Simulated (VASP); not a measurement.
A run of VASP 6.6.1 is set up as follows.

POSCAR

```
Lu
1.0
    0.0000000000      2.4406997286      2.4406997286
    2.4406997286      0.0000000000      2.4406997286
    2.4406997286      2.4406997286      0.0000000000
Lu
1
Direct
    0.0000000000      0.0000000000      0.0000000000
```

Contents of INCAR.step1:

```
ALGO     = Normal         # electronic algorithm
EDIFF    = 1E-4           # SCF threshold, eV
ENCUT    = 600            # plane-wave cutoff, eV
GGA      = PE             # functional
ISMEAR   = 1              # smearing method
LASPH    = True           # aspherical terms in the spheres
LCHARG   = False          # write CHGCAR
LREAL    = False          # projectors in reciprocal space
LWAVE    = True           # write WAVECAR
NELM     = 60             # most SCF steps
PREC     = Accurate       # precision mode
SIGMA    = 0.1            # smearing width, eV
```

INCAR.step2

```
ALGO     = Normal         # electronic algorithm
EDIFF    = 1E-6           # SCF threshold, eV
EDIFFG   = -0.03          # ionic threshold
ENCUT    = 600            # plane-wave cutoff, eV
IBRION   = 2              # ionic algorithm
ISIF     = 3              # what is computed and relaxed
ISMEAR   = 1              # smearing method
ISTART   = 1            
LASPH    = True           # aspherical terms in the spheres
LCHARG   = False          # write CHGCAR
LMIXTAU  = True         
LREAL    = False          # projectors in reciprocal space
LWAVE    = False          # write WAVECAR
METAGGA  = R2SCAN         # meta-GGA
NELM     = 60             # most SCF steps
NSW      = 80             # ionic steps
PREC     = Accurate       # precision mode
SIGMA    = 0.1            # smearing width, eV
```

File KPOINTS:

```
k-points
0
Gamma
  8 8 8
```

Potentials or basis: VASP PAW PBE potentials, release 64 (Lu).

Command:

```bash
$ cat potpaw_PBE.64/Lu/POTCAR > POTCAR
$ cp INCAR.step1 INCAR
$ mpirun -np 1 vasp_std > vasp.out
$ cp INCAR.step2 INCAR
$ mpirun -np 1 vasp_std > vasp.out
```

Problem. What does it give for the relaxed cell?

Solution. a = 3.460 Å, b = 3.460 Å, c = 3.460 Å, α = 60.00°, β = 60.00°, γ = 60.00°.

Problem. Estimate the relaxed volume.

Solution. 29.30 Å³/atom.

The path:
```csv
step,energy change (eV),largest force (eV/Å),pressure (GPa),volume (Å³)
1,0.0000,0.0000,0.29,29.08
2,-0.0004,0.0000,-0.04,29.30
```

Caveat: the PAW data sets were made with another functional, which shifts forces and pressure a little.
